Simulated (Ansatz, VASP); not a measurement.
# SiC: VASP beside Ansatz

```
Si C
1.0
    -3.07600    0.00000    0.00000
    -1.53800   -2.66389    0.00000
    -0.30760    0.00000   10.09600
Si C
4 4
Direct
  0.26796 0.33333 0.65375
  0.31796 0.33333 0.15375
  0.57629 0.66667 0.90375
  0.62629 0.66667 0.40375
  0.24871 0.33333 0.84625
  0.29871 0.33333 0.34625
  0.65704 0.66667 0.09625
  0.60704 0.66667 0.59625
```

Alike in both runs: task single point; functional PBE; k mesh 10 × 10 × 3; occupations gaussian, width 0.05 eV; no spin polarisation.

```csv
,VASP,Ansatz
version,VASP 6.6.1,Ansatz 0.2.0
potentials or method,"VASP PAW PBE potentials, release 64 (Si, C), cutoff 520 eV","scalar-relativistic, plane waves, PAW"
valence electrons in the cell,32,32
```

|  | VASP | Ansatz | Ansatz less VASP |
| --- | --- | --- | --- |
| gap on the k mesh at the Fermi level (eV) | 2.33 | 2.33 | +0.003 |
| least direct gap on the mesh (eV) | 4.02 | 4.02 | +0.004 |
| pressure (GPa) | 3.5 | 3.6 | +0.05 |
| traceless stress, the component that is largest in VASP (GPa) | 4.35 | 4.34 | -0.012 |
| rms of the force components (eV/Å) | 0.498 | 0.498 | -0.0001 |

Atom by atom the forces differ by 0.001 eV/Å (rms over components). The functional is the same, so the differences come from potentials, cutoffs and numerics.
